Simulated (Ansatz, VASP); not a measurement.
# Two plane-wave programs on Au

Contents of POSCAR:

```
Au
1.0
   -1.6987007250      1.6987007250      1.7401324500
    1.6987007250     -1.6987007250      1.7401324500
    1.6987007250      1.6987007250     -1.7401324500
Au
1
Direct
    0.0000000000      0.0000000000      0.0000000000
```

File INCAR.step1:

```
SYSTEM = Au
PREC     = Accurate       ! precision mode
ENCUT    = 520            ! plane-wave cutoff, eV
ISMEAR   = 0              ! smearing method
SIGMA    = 0.15           ! smearing width, eV
LREAL    = .FALSE.        ! projectors in reciprocal space
LASPH    = .TRUE.         ! aspherical terms in the spheres
NELM     = 80             ! most SCF steps
NBANDS   = 12             ! bands
GGA      = PE             ! functional
ALGO     = Normal         ! electronic algorithm
EDIFF    = 1E-4           ! SCF threshold, eV
LWAVE    = .TRUE.         ! write WAVECAR
LCHARG   = .FALSE.        ! write CHGCAR
```

File INCAR.step2:

```
SYSTEM = Au
PREC     = Accurate       ! precision mode
ENCUT    = 520            ! plane-wave cutoff, eV
EDIFF    = 1E-6           ! SCF threshold, eV
ISMEAR   = 0              ! smearing method
SIGMA    = 0.15           ! smearing width, eV
LREAL    = .FALSE.        ! projectors in reciprocal space
LASPH    = .TRUE.         ! aspherical terms in the spheres
NELM     = 80             ! most SCF steps
ALGO     = Normal         ! electronic algorithm
ISIF     = 2              ! what is computed and relaxed
LWAVE    = .FALSE.        ! write WAVECAR
LCHARG   = .TRUE.         ! write CHGCAR
METAGGA  = R2SCAN         ! meta-GGA
LMIXTAU  = .TRUE.       
LELF     = .TRUE.         ! ELF
LVHAR    = .TRUE.       
NBANDS   = 12             ! bands
ISTART   = 1
```

File KPOINTS:

```
Automatic mesh
0
G
  20 20 20
  0 0 0
```

Input for Ansatz:

```yaml
crystal:
  lattice:
    - [-1.698700725, 1.698700725, 1.74013245]
    - [1.698700725, -1.698700725, 1.74013245]
    - [1.698700725, 1.698700725, -1.74013245]
  atoms:
    - { symbol: Au, position: [0.0, 0.0, 0.0] }
basis:
  ecutwfc: 500
kpoints:
  mp_grid: { grid: [20, 20, 20] }
hamiltonian:
  xc: r2scan
scf:
  occupations: { method: gaussian, width: 0.15 }
output:
  forces: true
  stress: true
  eigenvalues: true
  write_density: true
  write_potential: true
  elf: true
  volumetric_format: npy
```

Change from the starting cell: strain +0.025 along x and y, +0.050 along z, atoms carried along.

Alike in both runs: task single point; functional r2SCAN; k mesh 20 × 20 × 20; occupations gaussian, width 0.15 eV; no spin polarisation.

```csv
,VASP,Ansatz
version,VASP 6.6.1,Ansatz 0.2.0
potentials or method,"VASP PAW PBE potentials, release 64 (Au), cutoff 520 eV","scalar-relativistic, plane waves, PAW"
valence electrons in the cell,11,19
```

VASP gave:

```
gap on the k mesh at the Fermi level (eV)                     : none
pressure (GPa)                                                : -13.3
traceless stress, the component that is largest in VASP (GPa) : 0.11
```

Q: Estimate Ansatz's values.

A: gap on the k mesh at the Fermi level (eV): none; pressure (GPa): -13.4; traceless stress, the component that is largest in VASP (GPa): 0.11.

VASP's potentials were made for PBE, not for r2SCAN. A gap of «none» marks a metal or a gap that the smearing closes. VASP's potentials hold 11 valence electrons a cell and Ansatz's 19, so a difference there can come from the potentials and not from the codes.

Neither program's run includes spin-orbit coupling.
